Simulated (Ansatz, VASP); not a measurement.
**SiC: VASP beside Ansatz**

The input POSCAR:

```
SiC
1.0
    3.0751950059      0.0000000000      0.0000000000
   -1.5375975029      2.6631969967      0.0000000000
    0.0000000000      0.0000000000      5.0481668544
Si C
2 2
Direct
    0.3333333333      0.6666666667      0.0046028828
    0.6666666667      0.3333333333      0.5046028828
    0.2271157866      0.6135578933      0.4001863648
    0.6666666667      0.3333333333      0.8803971172
```

Contents of INCAR.step1:

```
SYSTEM = SiC
PREC     = Accurate       ! precision mode
ENCUT    = 520            ! plane-wave cutoff, eV
ISMEAR   = 0              ! smearing method
SIGMA    = 0.05           ! smearing width, eV
LREAL    = .False.        ! projectors in reciprocal space
LASPH    = .True.         ! aspherical terms in the spheres
NELM     = 60             ! most SCF steps
NBANDS   = 16             ! bands
GGA      = PE             ! functional
ALGO     = Normal         ! electronic algorithm
EDIFF    = 1E-4           ! SCF threshold, eV
LWAVE    = .True.         ! write WAVECAR
LCHARG   = .False.        ! write CHGCAR
```

Contents of INCAR.step2:

```
SYSTEM = SiC
PREC     = Accurate       ! precision mode
ENCUT    = 520            ! plane-wave cutoff, eV
EDIFF    = 1E-7           ! SCF threshold, eV
ISMEAR   = 0              ! smearing method
SIGMA    = 0.05           ! smearing width, eV
LREAL    = .False.        ! projectors in reciprocal space
LASPH    = .True.         ! aspherical terms in the spheres
NELM     = 60             ! most SCF steps
ALGO     = Normal         ! electronic algorithm
ISIF     = 2              ! what is computed and relaxed
LWAVE    = .False.        ! write WAVECAR
LCHARG   = .False.        ! write CHGCAR
METAGGA  = R2SCAN         ! meta-GGA
LMIXTAU  = .True.       
NBANDS   = 16             ! bands
ISTART   = 1
```

KPOINTS

```
Automatic mesh
0
Gamma
  12 12 6
  0 0 0
```

Input for Ansatz:

```yaml
crystal:
  lattice:
    - [3.0751950059, 0.0, 0.0]
    - [-1.5375975029, 2.6631969967, 0.0]
    - [0.0, 0.0, 5.0481668544]
  atoms:
    - { symbol: Si, position: [0.3333333333, 0.6666666667, 0.0046028828] }
    - { symbol: Si, position: [0.6666666667, 0.3333333333, 0.5046028828] }
    - { symbol: C, position: [0.2271157866, 0.6135578933, 0.4001863648] }
    - { symbol: C, position: [0.6666666667, 0.3333333333, 0.8803971172] }
basis:
  ecutwfc: 500
kpoints:
  mp_grid: { grid: [12, 12, 6] }
hamiltonian:
  xc: r2scan
scf:
  occupations: { method: gaussian, width: 0.05 }
output:
  forces: true
  stress: true
  eigenvalues: true
  write_density: true
  write_potential: true
  elf: true
  volumetric_format: npy
```

Alike in both runs: task single point; functional r2SCAN; k mesh 12 × 12 × 6; occupations gaussian, width 0.05 eV; no spin polarisation.

```csv
,VASP,Ansatz
version,VASP 6.6.1,Ansatz 0.2.0
potentials or method,"VASP PAW PBE potentials, release 64 (Si, C), cutoff 520 eV","scalar-relativistic, plane waves, PAW"
valence electrons in the cell,16,16
```

|  | VASP | Ansatz | Ansatz less VASP |
| --- | --- | --- | --- |
| gap on the k mesh at the Fermi level (eV) | 2.47 | 2.46 | -0.005 |
| least direct gap on the mesh (eV) | 4.35 | 4.35 | -0.003 |
| pressure (GPa) | 9.1 | 9.4 | +0.32 |
| traceless stress, the component that is largest in VASP (GPa) | 16.94 | 17.08 | +0.141 |
| rms of the force components (eV/Å) | 4.335 | 4.358 | +0.0232 |

VASP's potentials were made for PBE, not for r2SCAN. Atom by atom the forces differ by 0.023 eV/Å (rms over components). With one functional, cell and mesh, what is left measures potentials, basis and numerics.
